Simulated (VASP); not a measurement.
# Na3Mo (Pm-3m) in VASP: a series of runs

Na3Mo is run at these levels: PBE; tasks: single point, relaxation of cell and atoms.

Program: VASP 6.6.1. These are calculated values, not measurements. Logs are shortened: lines on timing, memory, paths and dates and some standing lists are left out, and cuts for length are marked.

### Step 1. The cell of the first run

It takes space group Pm-3m (No. 221, cubic). Conventional cell: a = 4.601 Å, b = 4.601 Å, c = 4.601 Å, α = 90.00°, β = 90.00°, γ = 90.00°. Na (site symmetry 4/mmm) has 8 Na at 3.25 Å and 4 Mo at 3.25 Å within 4.3 Å. Within 4.3 Å of Mo (site symmetry m-3m) lie 12 Na at 3.25 Å.

### Step 2. Single point, PBE

Contents of INCAR:

```
PREC = Accurate ; ENCUT = 520
EDIFF = 1E-7 ; ISMEAR = 0
SIGMA = 0.1 ; LREAL = False
LASPH = True ; NELM = 100
ALGO = Fast ; ISIF = 2
LWAVE = False ; LCHARG = True
GGA = PE ; LELF = True
LVHAR = True ; NBANDS = 26
```

Contents of KPOINTS:

```
Automatic mesh
0
Gamma
  4 4 4
```

Contents of POSCAR:

```
Na3Mo
1.0
    4.6012012068      0.0000000000      0.0000000000
    0.0000000000      4.6012012068      0.0000000000
    0.0000000000      0.0000000000      4.6012012068
Na Mo
3 1
Direct
    0.0000000000      0.5000000000      0.5000000000
    0.5000000000      0.0000000000      0.5000000000
    0.5000000000      0.5000000000      0.0000000000
    0.0000000000      0.0000000000      0.0000000000
```

Potentials or basis: VASP PAW PBE potentials, release 64 (Na_pv, Mo_sv).

On the command line:

```sh
> cat potpaw_PBE.64/Na_pv/POTCAR potpaw_PBE.64/Mo_sv/POTCAR > POTCAR
> mpirun -np 1 vasp_std > vasp.out
```

OUTCAR:

```text
PREC = Accurate
   ENCUT = 520
   EDIFF = 1E-7
   ISMEAR = 0
   LREAL = False
   LASPH = True
   NELM = 100
   ISIF = 2
   GGA = PE

 ion  position               nearest neighbor table
   1  0.000  0.500  0.500-
   2  0.500  0.000  0.500-
   3  0.500  0.500  0.000-
   4  0.000  0.000  0.000-

  LATTYP: Found a simple cubic cell.
 ALAT       =     4.6012012068

  Lattice vectors:

 A1 = (   4.6012012068,   0.0000000000,   0.0000000000)
 A2 = (   0.0000000000,   4.6012012068,   0.0000000000)
 A3 = (   0.0000000000,   0.0000000000,   4.6012012068)

Analysis of symmetry for initial positions (statically):
=====================================================================
 Subroutine PRICEL returns:
 Original cell was already a primitive cell.

 Routine SETGRP: Setting up the symmetry group for a
 simple cubic supercell.

 Subroutine GETGRP returns: Found 48 space group operations
[... 9 lines left out ...]

 Routine SETGRP: Setting up the symmetry group for a
 simple cubic supercell.

 Subroutine GETGRP returns: Found 48 space group operations
[... 11 lines left out ...]
                                     Primitive cell

  volume of cell :      97.4123

  direct lattice vectors                    reciprocal lattice vectors
     4.601201207  0.000000000  0.000000000     0.217334551  0.000000000  0.000000000
     0.000000000  4.601201207  0.000000000     0.000000000  0.217334551  0.000000000
     0.000000000  0.000000000  4.601201207     0.000000000  0.000000000  0.217334551

  length of vectors
     4.601201207  4.601201207  4.601201207     0.217334551  0.217334551  0.217334551

  position of ions in fractional coordinates (direct lattice)
     0.000000000  0.500000000  0.500000000
     0.500000000  0.000000000  0.500000000
     0.500000000  0.500000000  0.000000000
     0.000000000  0.000000000  0.000000000

  ion indices of the primitive-cell ions
   primitive index   ion index
                 1           1
                 2           2
                 3           3
                 4           4

----------------------------------------------------------------------------------------

 KPOINTS: Automatic mesh

Automatic generation of k-mesh.
 Grid dimensions read from file:
 generate k-points for:    4    4    4

 Generating k-lattice:

  Cartesian coordinates                     Fractional coordinates (reciprocal lattice)
     0.054333638  0.000000000  0.000000000     0.250000000  0.000000000  0.000000000
     0.000000000  0.054333638  0.000000000     0.000000000  0.250000000  0.000000000
     0.000000000  0.000000000  0.054333638     0.000000000  0.000000000  0.250000000

  Length of vectors
     0.054333638  0.054333638  0.054333638

  Shift w.r.t. Gamma in fractional coordinates (k-lattice)
     0.000000000  0.000000000  0.000000000

 Subroutine IBZKPT returns following result:
 ===========================================

 Found     10 irreducible k-points:

 Following reciprocal coordinates:
            Coordinates               Weight
  0.000000  0.000000  0.000000      1.000000
  0.250000  0.000000  0.000000      6.000000
  0.500000  0.000000  0.000000      3.000000
  0.250000  0.250000  0.000000     12.000000
  0.500000  0.250000  0.000000     12.000000
  0.500000  0.500000  0.000000      3.000000
  0.250000  0.250000  0.250000      8.000000
  0.500000  0.250000  0.250000     12.000000
  0.500000  0.500000  0.250000      6.000000
  0.500000  0.500000  0.500000      1.000000
   k-points           NKPTS =     10   k-points in BZ     NKDIM =     10   number of bands    NBANDS=     26
   number of dos      NEDOS =    301   number of ions     NIONS =      4
   total plane-waves  NPLWV =  46656
   dimension x,y,z NGX =    36 NGY =   36 NGZ =   36
   dimension x,y,z NGXF=    72 NGYF=   72 NGZF=   72
   ions per type =               3   1
   NGX,Y,Z   is equivalent  to a cutoff of  13.01, 13.01, 13.01 a.u.
   NGXF,Y,Z  is equivalent  to a cutoff of  26.01, 26.01, 26.01 a.u.
 SYSTEM =  unknown system
   PREC   = accura    normal or accurate (medium, high low for compatibility)
   ISTART =      0    job   : 0-new  1-cont  2-samecut
   ICHARG =      2    charge: 1-file 2-atom 10-const
   ISPIN  =      1    spin polarized calculation?
   LNONCOLLINEAR =      F non collinear calculations
   LSORBIT =      F    spin-orbit coupling
   LASPH  =      T    aspherical Exc in radial PAW
   ENCUT  =  520.0 eV  38.22 Ry    6.18 a.u.   8.56  8.56  8.56*2*pi/ulx,y,z
   NELM   =    100;   NELMIN=  2; NELMDL= -5     # of ELM steps
   EDIFF  = 0.1E-06   stopping-criterion for ELM
   LREAL  =      F    real-space projection
   EDIFFG = 0.1E-05   stopping-criterion for IOM
   NSW    =      0    number of steps for IOM
   IBRION =     -1    ionic relax: 0-MD 1-quasi-New 2-CG
   NFREE  =      0    steps in history (QN), initial steepest desc. (CG)
   ISIF   =      2    stress and relaxation
   ISYM   =      2    0-nonsym 1-usesym 2-fastsym
   POTIM  = 0.5000    time-step for ionic-motion
   TEBEG  =    0.0;   TEEND  =   0.0 temperature during run
   PSTRESS=    0.0 pullay stress
   NELECT =      35.0000    total number of electrons
   NUPDOWN=      -1.0000    fix difference up-down
   EMIN   =  10.00;   EMAX   =-10.00  energy-range for DOS
   EFERMI =   0.00;   METHOD = LEGACY
   ISMEAR =     0;   SIGMA  =   0.10  broadening in eV -4-tet -1-fermi 0-gaus
   EFERMI_NEDOS =   21; number of points for ismear=-14 and -15
   IALGO  =     68    algorithm
   IMIX   =      4    mixing-type and parameters
     AMIX     =   0.40;   BMIX     =  1.00
     AMIX_MAG =   1.60;   BMIX_MAG =  1.00
  volume/ion in A,a.u.               =      24.35       164.34
  Fermi-wavevector in a.u.,A,eV,Ry     =   1.163839  2.199337 18.429384  1.354522
  Thomas-Fermi vector in A             =   2.300384
   LORBIT       =      0    0 simple, 1 ext, 2 COOP (PROOUT), +10 PAW based schemes
   GGA     = PE    functional components
   LHFCALC =     F    Hartree Fock is set to
   AEXX    =    0.0000 exact exchange contribution
   IVDW    =     0    specifies the selected vdW correction
   LEPSILON=     F    determine dielectric tensor
   LRPA    =     F    only Hartree local field effects (RPA)
 non-spin polarized calculation
 RMM-DIIS sequential band-by-band and
 Gauss-broadening in eV      SIGMA  =   0.10
  energy-cutoff  :      520.00
  volume of cell :       97.41
 maximum number of plane-waves:      2657
 NGX is ok and might be reduce to    36
   NGX = 17   NGY = 17   NGZ = 17

 number of electron      35.0000012 magnetization

 Free energy of the ion-electron system (eV)
  ---------------------------------------------------
  ext. energy  EPLUGINS =         0.00000000
  ---------------------------------------------------
  free energy    TOTEN  =        -9.48059262 eV

  energy without entropy =       -9.42177316  energy(sigma->0) =       -9.45118289

 E-fermi :   2.3325     XC(G=0):  -8.5345

 val. band max:        2.3309514644   @ k =   0.5000   0.5000   0.0000
 cond. band min:       2.3525248359   @ k =   0.5000   0.5000   0.0000
 fundamental gap:      0.0215733714
 Fermi energy:         2.3324578737

 k-point     1 :       0.0000    0.0000    0.0000
  band No.  band energies     occupation
      1     -58.0711      2.00000
      2     -32.1610      2.00000
      3     -32.1610      2.00000
      4     -32.1610      2.00000
      5     -21.4348      2.00000
      6     -21.4348      2.00000
[... 18 lines left out ...]
     25       9.1054      0.00000
     26      12.3615      0.00000

 k-point     2 :       0.2500    0.0000    0.0000
  band No.  band energies     occupation
      1     -58.0711      2.00000
      2     -32.1621      2.00000
      3     -32.1609      2.00000
      4     -32.1609      2.00000
      5     -21.4292      2.00000
      6     -21.4292      2.00000
[... 18 lines left out ...]
     25      10.0161      0.00000
     26      10.0689      0.00000

 k-point     3 :       0.5000    0.0000    0.0000
  band No.  band energies     occupation
      1     -58.0711      2.00000
      2     -32.1633      2.00000
      3     -32.1607      2.00000
      4     -32.1607      2.00000
      5     -21.4229      2.00000
      6     -21.4229      2.00000
[... 18 lines left out ...]
     25       8.5844      0.00000
     26       9.9198      0.00000

 k-point     4 :       0.2500    0.2500    0.0000
  band No.  band energies     occupation
      1     -58.0711      2.00000
      2     -32.1621      2.00000
      3     -32.1620      2.00000
      4     -32.1607      2.00000
      5     -21.4421      2.00000
      6     -21.4234      2.00000
[... 18 lines left out ...]
     25       9.6303      0.00000
     26      10.1884      0.00000

 k-point     5 :       0.5000    0.2500    0.0000
  band No.  band energies     occupation
      1     -58.0710      2.00000
      2     -32.1632      2.00000
      3     -32.1620      2.00000
      4     -32.1606      2.00000
      5     -21.4448      2.00000
      6     -21.4168      2.00000
[... 18 lines left out ...]
     25       8.9719      0.00000
     26       9.8838      0.00000

 k-point     6 :       0.5000    0.5000    0.0000
  band No.  band energies     occupation
      1     -58.0710      2.00000
      2     -32.1632      2.00000
      3     -32.1632      2.00000
      4     -32.1605      2.00000
      5     -21.4553      2.00000
      6     -21.4097      2.00000
[... 18 lines left out ...]
     25       9.6917      0.00000
     26       9.6961      0.00000

 k-point     7 :       0.2500    0.2500    0.2500
  band No.  band energies     occupation
      1     -58.0711      2.00000
      2     -32.1621      2.00000
      3     -32.1621      2.00000
      4     -32.1619      2.00000
      5     -21.4599      2.00000
      6     -21.3984      2.00000
[... 18 lines left out ...]
     25       8.5797      0.00000
     26      10.1774      0.00000

 k-point     8 :       0.5000    0.2500    0.2500
  band No.  band energies     occupation
      1     -58.0710      2.00000
      2     -32.1632      2.00000
      3     -32.1620      2.00000
      4     -32.1619      2.00000
      5     -21.4680      2.00000
      6     -21.3930      2.00000
[... 18 lines left out ...]
     25       8.9627      0.00000
     26       9.3836      0.00000

 k-point     9 :       0.5000    0.5000    0.2500
  band No.  band energies     occupation
      1     -58.0710      2.00000
      2     -32.1632      2.00000
      3     -32.1632      2.00000
      4     -32.1619      2.00000
      5     -21.4812      2.00000
      6     -21.3845      2.00000
[... 18 lines left out ...]
     25       7.9645      0.00000
     26       7.9645      0.00000

 k-point    10 :       0.5000    0.5000    0.5000
  band No.  band energies     occupation
      1     -58.0710      2.00000
      2     -32.1632      2.00000
      3     -32.1632      2.00000
      4     -32.1632      2.00000
      5     -21.4976      2.00000
      6     -21.3773      2.00000
[... 18 lines left out ...]
     25       6.9622      0.00000
     26       6.9622      0.00000

------------------------ aborting loop because EDIFF is reached ----------------------------------------

  FORCE on cell =-STRESS in cart. coord.  units (eV):
  Direction    XX          YY          ZZ          XY          YZ          ZX
  --------------------------------------------------------------------------------------
  -------------------------------------------------------------------------------------
  Total        0.2204269      0.2204269      0.2204269     -0.0000000      0.0000000     -0.0000000
  in kB        3.6254468      3.6254468      3.6254468     -0.0000000      0.0000000     -0.0000000
  external PRESSURE =       3.6254468 kB  Pullay stress =       0.0000000 kB

 VOLUME and BASIS-vectors are now :
 -----------------------------------------------------------------------------
  energy-cutoff  :      520.00
  volume of cell :       97.41
      direct lattice vectors                 reciprocal lattice vectors
     4.601201207  0.000000000  0.000000000     0.217334551  0.000000000  0.000000000
     0.000000000  4.601201207  0.000000000     0.000000000  0.217334551  0.000000000
     0.000000000  0.000000000  4.601201207     0.000000000  0.000000000  0.217334551

 POSITION                                       TOTAL-FORCE (eV/Angst)
 -----------------------------------------------------------------------------------
      0.00000      2.30060      2.30060         0.000000      0.000000      0.000000
      2.30060      0.00000      2.30060         0.000000      0.000000      0.000000
      2.30060      2.30060      0.00000         0.000000      0.000000      0.000000
      0.00000      0.00000      0.00000         0.000000      0.000000      0.000000
 -----------------------------------------------------------------------------------
    total drift:                                0.000000      0.000000      0.000000

  FREE ENERGIE OF THE ION-ELECTRON SYSTEM (eV)
  ---------------------------------------------------
  free  energy   TOTEN  =        -9.4805926210 eV

  energy  without entropy=       -9.4217731646  energy(sigma->0) =       -9.45118289
```

Wall time 38 s (1 thread of AMD EPYC 7R43 (Zen 3), shared host); peak memory 0.16 GiB.

Results:

| Item | Value |
| --- | --- |
| Free energy | -9.4806 eV |
| Pressure | 0.4 GPa |

Levels at points of the mesh, in eV from the Fermi level:
| k point | band 14 | band 15 | band 16 | band 17 | band 18 | band 19 | band 20 | band 21 |
| --- | --- | --- | --- | --- | --- | --- | --- | --- |
| (0.00, 0.00, 0.00) | -3.92 | -0.65 | -0.65 | 0.23 | 0.23 | 0.23 | 3.05 | 3.05 |
| (0.50, 0.00, 0.00) | -2.44 | -1.65 | -0.50 | -0.10 | -0.10 | 0.28 | 0.65 | 4.34 |
| (0.50, 0.50, 0.00) | -1.24 | -1.22 | 0.00 | 0.00 | 0.02 | 0.02 | 0.64 | 0.73 |
| (0.50, 0.50, 0.50) | -0.73 | -0.73 | -0.73 | 0.64 | 0.64 | 1.01 | 1.30 | 1.30 |

### Step 3. Relaxation of cell and atoms, PBE

This run uses another cell than the first one, of 18.78 Å³/atom, 0.771 times its volume.

Contents of INCAR:

```
  PREC = Accurate
  ENCUT = 600
  EDIFF = 1E-7
  ISMEAR = 0
  SIGMA = 0.1
  LREAL = F
  LASPH = T
  NELM = 100
  ALGO = Normal
  ISIF = 3
  LWAVE = F
  LCHARG = F
  GGA = PE
  IBRION = 2
  NSW = 90
  EDIFFG = -0.04
```

KPOINTS is that of step 2.

Contents of POSCAR:

```
Na3Mo
1.0
    4.2195504092      0.0000000000      0.0000000000
    0.0000000000      4.2195504092      0.0000000000
    0.0000000000      0.0000000000      4.2195504092
Na Mo
3 1
Direct
    0.0000000000      0.5000000000      0.5000000000
    0.5000000000      0.0000000000      0.5000000000
    0.5000000000      0.5000000000      0.0000000000
    0.0000000000      0.0000000000      0.0000000000
```

Potentials or basis: VASP PAW PBE potentials, release 64 (Na_pv, Mo_sv).

On the command line:

```sh
> cat potpaw_PBE.64/Na_pv/POTCAR potpaw_PBE.64/Mo_sv/POTCAR > POTCAR
> mpirun -np 1 vasp_std > vasp.out
```

Run time: 86 s. Hardware: 1 thread of AMD EPYC 7R43 (Zen 3), shared host; peak memory 0.18 GiB.

It converged, with:

- Free energy: -9.4780 eV
- Relaxed volume: 24.65 Å³/atom
- Relaxed cell: a = 4.620 Å, b = 4.620 Å, c = 4.620 Å, α = 90.00°, β = 90.00°, γ = 90.00°
- Space group after relaxing (to 0.05 Å): Pm-3m (No. 221)
- Energy gained by relaxing: 161.7 meV/atom
- Ionic steps: 4
- Pressure after relaxing: 0.1 GPa

Step by step:
| step | energy change (eV) | largest force (eV/Å) | pressure (GPa) | volume (Å³) |
| --- | --- | --- | --- | --- |
| 1 | 0.0000 | 0.0000 | 11.05 | 75.13 |
| 2 | -0.5822 | 0.0000 | 2.57 | 90.11 |
| 3 | -0.6423 | 0.0000 | 0.61 | 96.39 |
| 4 | -0.6468 | 0.0000 | 0.06 | 98.58 |

Final structure:
```
Na Mo
1.0
     4.61958    0.00000    0.00000
     0.00000    4.61958    0.00000
     0.00000    0.00000    4.61958
Na Mo
3 1
Cartesian
  0.0000 2.3098 2.3098
  2.3098 0.0000 2.3098
  2.3098 2.3098 0.0000
  0.0000 0.0000 0.0000
```

Levels at points of the mesh, in eV from the Fermi level:
```tsv
k point	band 15	band 16	band 17	band 18	band 19	band 20
(0.00, 0.00, 0.00)	-0.64	-0.64	0.22	0.22	0.22	3.02
(0.50, 0.00, 0.00)	-1.64	-0.49	-0.09	-0.09	0.27	0.63
(0.50, 0.50, 0.00)	-1.21	0.00	0.00	0.02	0.02	0.63
(0.50, 0.50, 0.50)	-0.72	-0.72	0.63	0.63	0.99	1.29
```

Caveat: the k points lie up to 0.34 Å⁻¹ apart in the final cell; the volume moved by over 15 % at a fixed basis, so the end points are rough.
